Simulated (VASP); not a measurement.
# Hf (Fm-3m) in VASP: notebook, part 2 of 2

VASP 6.6.1. The steps go on from the part before.

## 5. Single point, PBE, collinear spin, ferromagnetic start

INCAR reads:

```
  PREC = Accurate
  ENCUT = 520
  EDIFF = 1E-6
  ISMEAR = -1
  SIGMA = 0.05
  LREAL = False
  LASPH = True
  NELM = 150
  ALGO = Normal
  ISIF = 2
  LWAVE = False
  LCHARG = True
  ISPIN = 2
  MAGMOM = 0.6
  LORBIT = 11
  LMAXMIX = 4
  GGA = PE
  LELF = True
  LVHAR = True
  NBANDS = 15
```

KPOINTS reads:

```
regular mesh
0
Gamma
  15 15 15
```

POSCAR reads:

```
Hf
1.0
    0.0000000000      2.2200000000      2.2200000000
    2.2200000000      0.0000000000      2.2200000000
    2.2200000000      2.2200000000      0.0000000000
Hf
1
Direct
    0.0000000000      0.0000000000      0.0000000000
```

Potentials or basis: VASP PAW PBE potentials, release 64 (Hf_pv).

Run with:

```sh
$ cat potpaw_PBE.64/Hf_pv/POTCAR > POTCAR
$ mpirun -np 1 vasp_std > vasp.out
```

OUTCAR:

```text
PREC = Accurate
   ENCUT = 520
   EDIFF = 1E-6
   ISMEAR = -1
   LREAL = False
   LASPH = True
   NELM = 150
   ISIF = 2
   ISPIN = 2
   LORBIT = 11
   GGA = PE

 ion  position               nearest neighbor table
   1  0.000  0.000  0.000-

  LATTYP: Found a face centered cubic cell.
 ALAT       =     4.4400000000

  Lattice vectors:

 A1 = (   0.0000000000,   2.2200000000,   2.2200000000)
 A2 = (   2.2200000000,   0.0000000000,   2.2200000000)
 A3 = (   2.2200000000,   2.2200000000,   0.0000000000)

Analysis of symmetry for initial positions (statically):
=====================================================================
 Subroutine PRICEL returns:
 Original cell was already a primitive cell.

 Routine SETGRP: Setting up the symmetry group for a
 face centered cubic supercell.

 Subroutine GETGRP returns: Found 48 space group operations
 (whereof 48 operations were pure point group operations)
 out of a pool of 48 trial point group operations.

The static configuration has the point symmetry O_h .

Analysis of symmetry for dynamics (positions and initial velocities):
=====================================================================
 Subroutine PRICEL returns:
 Original cell was already a primitive cell.

 Routine SETGRP: Setting up the symmetry group for a
 face centered cubic supercell.

 Subroutine GETGRP returns: Found 48 space group operations
 (whereof 48 operations were pure point group operations)
 out of a pool of 48 trial point group operations.

The dynamic configuration has the point symmetry O_h .

Analysis of structural, dynamic, and magnetic symmetry:
=====================================================================
 Subroutine PRICEL returns:
 Original cell was already a primitive cell.

 Routine SETGRP: Setting up the symmetry group for a
 face centered cubic supercell.

 Subroutine GETGRP returns: Found 48 space group operations
 (whereof 48 operations were pure point group operations)
 out of a pool of 48 trial point group operations.

The overall configuration has the point symmetry O_h .

 Subroutine INISYM returns: Found 48 space group operations
 (whereof 48 operations are pure point group operations),
 and found     1 'primitive' translations

----------------------------------------------------------------------------------------

                                     Primitive cell

  volume of cell :      21.8821

  direct lattice vectors                    reciprocal lattice vectors
     0.000000000  2.220000000  2.220000000    -0.225225225  0.225225225  0.225225225
     2.220000000  0.000000000  2.220000000     0.225225225 -0.225225225  0.225225225
     2.220000000  2.220000000  0.000000000     0.225225225  0.225225225 -0.225225225

  length of vectors
     3.139554108  3.139554108  3.139554108     0.390101533  0.390101533  0.390101533

  position of ions in fractional coordinates (direct lattice)
     0.000000000  0.000000000  0.000000000

  ion indices of the primitive-cell ions
   primitive index   ion index
                 1           1

----------------------------------------------------------------------------------------

 KPOINTS: regular mesh

Automatic generation of k-mesh.
 Grid dimensions read from file:
 generate k-points for:   15   15   15
[... 72 lines left out ...]
   POTIM  = 0.5000    time-step for ionic-motion
   TEBEG  =    0.0;   TEEND  =   0.0 temperature during run
   PSTRESS=    0.0 pullay stress
   NELECT =      10.0000    total number of electrons
   NUPDOWN=      -1.0000    fix difference up-down
   EMIN   =  10.00;   EMAX   =-10.00  energy-range for DOS
   EFERMI =   0.00;   METHOD = LEGACY
   ISMEAR =    -1;   SIGMA  =   0.05  broadening in eV -4-tet -1-fermi 0-gaus
   EFERMI_NEDOS =   21; number of points for ismear=-14 and -15
   IALGO  =     38    algorithm
   IMIX   =      4    mixing-type and parameters
     AMIX     =   0.40;   BMIX     =  1.00
     AMIX_MAG =   1.60;   BMIX_MAG =  1.00
  volume/ion in A,a.u.               =      21.88       147.67
  Fermi-wavevector in a.u.,A,eV,Ry     =   1.260991  2.382927 21.634588  1.590097
  Thomas-Fermi vector in A             =   2.394472
   LORBIT       =     11    0 simple, 1 ext, 2 COOP (PROOUT), +10 PAW based schemes
   GGA     = PE    functional components
   LHFCALC =     F    Hartree Fock is set to
   AEXX    =    0.0000 exact exchange contribution
   IVDW    =     0    specifies the selected vdW correction
   LEPSILON=     F    determine dielectric tensor
   LRPA    =     F    only Hartree local field effects (RPA)
 spin polarized calculation
  energy-cutoff  :      520.00
  volume of cell :       21.88
 maximum number of plane-waves:       609
   NGX = 11   NGY = 11   NGZ = 11

 number of electron      10.0000000 magnetization       0.0002438

 number of electron      10.0000000 magnetization      -0.0003899

 Free energy of the ion-electron system (eV)
  ---------------------------------------------------
  ext. energy  EPLUGINS =         0.00000000
  ---------------------------------------------------
  free energy    TOTEN  =        -9.85519135 eV

  energy without entropy =       -9.84371545  energy(sigma->0) =       -9.84945340

 E-fermi :   4.8961     XC(G=0): -11.3871

 val. band max:        4.8948514867   @ k =   0.3333   0.0000   0.0000
 cond. band min:       4.8979653742   @ k =  -0.3333   0.2667   0.0000
 fundamental gap:      0.0031138875
 Fermi energy:         4.8961229575

 spin component 1

 k-point     1 :       0.0000    0.0000    0.0000
  band No.  band energies     occupation
      1     -25.0398      1.00000
      2     -25.0398      1.00000
      3     -25.0398      1.00000
      4      -2.3904      1.00000
      5       6.3077      0.00000
      6       6.3077      0.00000
      7       6.3077      0.00000
      8       9.1783      0.00000
      9       9.1783      0.00000
     10      16.2832      0.00000
     11      18.0365      0.00000
     12      20.7099      0.00000
     13      20.7099      0.00000
     14      20.7099      0.00000
[... 403 lines left out ...]
      4      -1.0431      1.00000
      5       5.0391      0.05423
      6       6.9206      0.00000
      7       7.0557      0.00000
      8       7.7550      0.00000
      9       9.6254      0.00000
     10      18.0318      0.00000
     11      18.8201      0.00000
     12      19.2618      0.00000
     13      21.6270      0.00000
     14      22.0709      0.00000
     15      26.8879      0.00000

 [... further k-points ...]

 spin component 2

 k-point     1 :       0.0000    0.0000    0.0000
  band No.  band energies     occupation
      1     -25.0402      1.00000
      2     -25.0402      1.00000
      3     -25.0402      1.00000
      4      -2.3907      1.00000
      5       6.3073      0.00000
      6       6.3073      0.00000
      7       6.3073      0.00000
      8       9.1779      0.00000
      9       9.1779      0.00000
     10      16.2827      0.00000
     11      18.0365      0.00000
     12      20.7097      0.00000
     13      20.7097      0.00000
     14      20.7097      0.00000
[... 403 lines left out ...]
      4      -1.0434      1.00000
      5       5.0387      0.05461
      6       6.9203      0.00000
      7       7.0554      0.00000
      8       7.7547      0.00000
      9       9.6251      0.00000
     10      18.0318      0.00000
     11      18.8198      0.00000
     12      19.2614      0.00000
     13      21.6268      0.00000
     14      22.0706      0.00000
     15      26.8876      0.00000

 [... further k-points ...]

------------------------ aborting loop because EDIFF is reached ----------------------------------------

  FORCE on cell =-STRESS in cart. coord.  units (eV):
  Direction    XX          YY          ZZ          XY          YZ          ZX
  --------------------------------------------------------------------------------------
  -------------------------------------------------------------------------------------
  Total        0.3958142      0.3958142      0.3958142     -0.0000000      0.0000000      0.0000000
  in kB       28.9809806     28.9809806     28.9809806     -0.0000000      0.0000000      0.0000000
  external PRESSURE =      28.9809806 kB  Pullay stress =       0.0000000 kB

 VOLUME and BASIS-vectors are now :
 -----------------------------------------------------------------------------
  energy-cutoff  :      520.00
  volume of cell :       21.88
      direct lattice vectors                 reciprocal lattice vectors
     0.000000000  2.220000000  2.220000000    -0.225225225  0.225225225  0.225225225
     2.220000000  0.000000000  2.220000000     0.225225225 -0.225225225  0.225225225
     2.220000000  2.220000000  0.000000000     0.225225225  0.225225225 -0.225225225

 POSITION                                       TOTAL-FORCE (eV/Angst)
 -----------------------------------------------------------------------------------
      0.00000      0.00000      0.00000         0.000000      0.000000      0.000000
 -----------------------------------------------------------------------------------
    total drift:                               -0.000000      0.000000      0.000000

  FREE ENERGIE OF THE ION-ELECTRON SYSTEM (eV)
  ---------------------------------------------------
  free  energy   TOTEN  =        -9.8551913478 eV

  energy  without entropy=       -9.8437154477  energy(sigma->0) =       -9.84945340

 total charge

# of ion       s       p       d       tot
------------------------------------------
    1        0.395   6.395   1.583   8.372

 magnetization (x)

# of ion       s       p       d       tot
------------------------------------------
    1       -0.000  -0.000  -0.000  -0.000
```

OSZICAR:

```text
N       E                     dE             d eps       ncg     rms          rms(c)
DAV:   1     0.202610178978E+02    0.20261E+02   -0.50261E+03  7295   0.585E+02
DAV:   2    -0.959558354414E+01   -0.29857E+02   -0.28748E+02  9352   0.149E+02
DAV:   3    -0.101410673760E+02   -0.54548E+00   -0.54284E+00  8096   0.136E+01
DAV:   4    -0.101422556387E+02   -0.11883E-02   -0.11882E-02  8824   0.805E-01
DAV:   5    -0.101422594872E+02   -0.38486E-05   -0.38482E-05  8180   0.402E-02    0.466E+01
DAV:   6    -0.993719126907E+01    0.20507E+00   -0.12939E-01  8026   0.249E+00    0.279E+01
DAV:   7    -0.985566183127E+01    0.81529E-01   -0.17061E-01  8236   0.282E+00    0.850E+00
DAV:   8    -0.985679248215E+01   -0.11307E-02   -0.72864E-03  8166   0.628E-01    0.972E-01
DAV:   9    -0.985483120363E+01    0.19613E-02   -0.40090E-03  8117   0.381E-01    0.345E-01
DAV:  10    -0.985517565741E+01   -0.34445E-03   -0.68016E-04  8243   0.183E-01    0.473E-02
DAV:  11    -0.985518983708E+01   -0.14180E-04   -0.45167E-05  7802   0.449E-02    0.446E-02
DAV:  12    -0.985519096891E+01   -0.11318E-05   -0.33275E-06  8936   0.124E-02    0.157E-02
DAV:  13    -0.985519134779E+01   -0.37889E-06   -0.81001E-07  5426   0.567E-03
   1 F= -.98551913E+01 E0= -.98494534E+01  d E =-.114759E-01  mag=    -0.0001
```

stdout:

```text
POSCAR found type information on POSCAR Hf
 POSCAR found :  1 types and       1 ions
 scaLAPACK will be used
 LDA part: xc-table for (Slater+PW92), standard interpolation
 POSCAR, INCAR and KPOINTS ok, starting setup
 FFT: planning ... GRIDC
 FFT: planning ... GRID_SOFT
 FFT: planning ... GRID
 WAVECAR not read
 entering main loop
```

Run time: 34 s. Hardware: 1 thread of Intel Xeon Platinum 8488C (Sapphire Rapids), shared host; peak memory 0.18 GiB.

Results:

```
Free energy                                           : -9.8552 eV
Pressure                                              : 2.9 GPa
Band gap on the k mesh                                : zero (filled and empty bands overlap)
Net moment                                            : 0.00 μB per cell
Valence electrons inside the program's atomic spheres : Hf 8.37
```

Caveat: spin-orbit coupling is left out, which moves the levels of the heavy elements.

## 6. Single point, PBE, collinear spin, ferromagnetic start

INCAR reads:

```
SYSTEM = Hf
  PREC = Accurate
  ENCUT = 520
  EDIFF = 1E-7
  ISMEAR = -1
  SIGMA = 0.05
  LREAL = .False.
  LASPH = .True.
  NELM = 150
  ALGO = Normal
  ISIF = 2
  LWAVE = .False.
  LCHARG = .False.
  ISPIN = 2
  MAGMOM = 0.1
  LORBIT = 11
  NUPDOWN = 0.1
  LMAXMIX = 4
  GGA = PE
  NBANDS = 15
```

KPOINTS reads:

```
Automatic mesh
0
Gamma
  15 15 15
  0 0 0
```

POSCAR is that of step 5.

Potentials or basis: VASP PAW PBE potentials, release 64 (Hf_pv).

Run with:

```sh
$ cat potpaw_PBE.64/Hf_pv/POTCAR > POTCAR
$ mpirun -np 1 vasp_std > vasp.out
```

It took 33 s on 1 thread of Intel Xeon Platinum 8488C (Sapphire Rapids), shared host; peak memory 0.19 GiB.

The run converged. Its results:

```yaml
Free_energy: -9.8535 eV
Pressure: 2.9 GPa
Net_moment: 0.10 μB per cell
Site_moments: Hf +0.07 μB
Valence_electrons_inside_the_program's_atomic_spheres: Hf 8.37
```

Caveat: spin-orbit coupling is left out, which moves the levels of the heavy elements; the total moment is fixed, so each spin has its own Fermi level.

## 7. The runs side by side

| spin | fixed moment (μB) | pressure (GPa) | moment (μB) |
| --- | --- | --- | --- |
| collinear, ferromagnetic start | 1.4 | 8.0 | 1.40 |
| collinear, zero start | 0.0 | 2.9 | 0.00 |
| collinear, ferromagnetic start | - | 2.9 | 0.00 |
| collinear, ferromagnetic start | 0.1 | 2.9 | 0.10 |

Alike in all rows: task single point; level PBE; potentials or basis VASP PAW PBE potentials, release 64 (Hf_pv); cell as given; k mesh 15 × 15 × 15; cutoff (eV) 520; smearing fermi-dirac 0.05 eV.

Caveats: spin-orbit coupling is left out, which moves the levels of the heavy elements; the total moment is fixed, so each spin has its own Fermi level (some runs).

Absolute energies hang on the potentials; compare differences alone.
